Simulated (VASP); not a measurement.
A run of VASP 6.6.1:

The input POSCAR:

```
Si2Ni
1.0
    0.0000000000      2.7209011839      2.7209011839
    2.7209011839      0.0000000000      2.7209011839
    2.7209011839      2.7209011839      0.0000000000
Ni Si
1 2
Direct
    0.0000000000      0.0000000000      0.0000000000
    0.7500000000      0.7500000000      0.7500000000
    0.2500000000      0.2500000000      0.2500000000
```

INCAR.step1

```
ALGO     = Normal         # electronic algorithm
EDIFF    = 1E-4           # SCF threshold, eV
ENCUT    = 520            # plane-wave cutoff, eV
GGA      = PE             # functional
ISMEAR   = -1             # smearing method
ISPIN    = 2              # spin polarisation
LASPH    = True           # aspherical terms in the spheres
LCHARG   = False          # write CHGCAR
LMAXMIX  = 4              # l up to which the mixer works
LREAL    = False          # projectors in reciprocal space
LWAVE    = True           # write WAVECAR
MAGMOM   = 1 0 0          # initial moments
NBANDS   = 20             # bands
NELM     = 150            # most SCF steps
PREC     = Accurate       # precision mode
SIGMA    = 0.05           # smearing width, eV
```

File INCAR.step2:

```
ALGO     = Normal         # electronic algorithm
EDIFF    = 1E-6           # SCF threshold, eV
ENCUT    = 520            # plane-wave cutoff, eV
ISIF     = 2              # what is computed and relaxed
ISMEAR   = -1             # smearing method
ISPIN    = 2              # spin polarisation
ISTART   = 1            
LASPH    = True           # aspherical terms in the spheres
LCHARG   = False          # write CHGCAR
LMAXMIX  = 4              # l up to which the mixer works
LMIXTAU  = True         
LORBIT   = 11             # projections on sites
LREAL    = False          # projectors in reciprocal space
LWAVE    = False          # write WAVECAR
MAGMOM   = 1 0 0          # initial moments
METAGGA  = R2SCAN         # meta-GGA
NBANDS   = 20             # bands
NELM     = 150            # most SCF steps
PREC     = Accurate       # precision mode
SIGMA    = 0.05           # smearing width, eV
```

KPOINTS

```
k-points
0
Gamma
  9 9 9
```

Potentials or basis: VASP PAW PBE potentials, release 64 (Ni, Si).

Command:

```bash
$ cat potpaw_PBE.64/Ni/POTCAR potpaw_PBE.64/Si/POTCAR > POTCAR
$ cp INCAR.step1 INCAR
$ mpirun -np 1 vasp_std > vasp.out
$ cp INCAR.step2 INCAR
$ mpirun -np 1 vasp_std > vasp.out
```

Hardware: 1 thread of Intel(R) Xeon(R) Platinum 8375C CPU @ 2.90GHz (Ice Lake) (shared host).

Task: How long does it take, and how much memory?

Result: It took 4.3 min on 1 thread of Intel(R) Xeon(R) Platinum 8375C CPU @ 2.90GHz (Ice Lake), on a shared host, peak memory 0.22 GiB. Counts: k points 35.
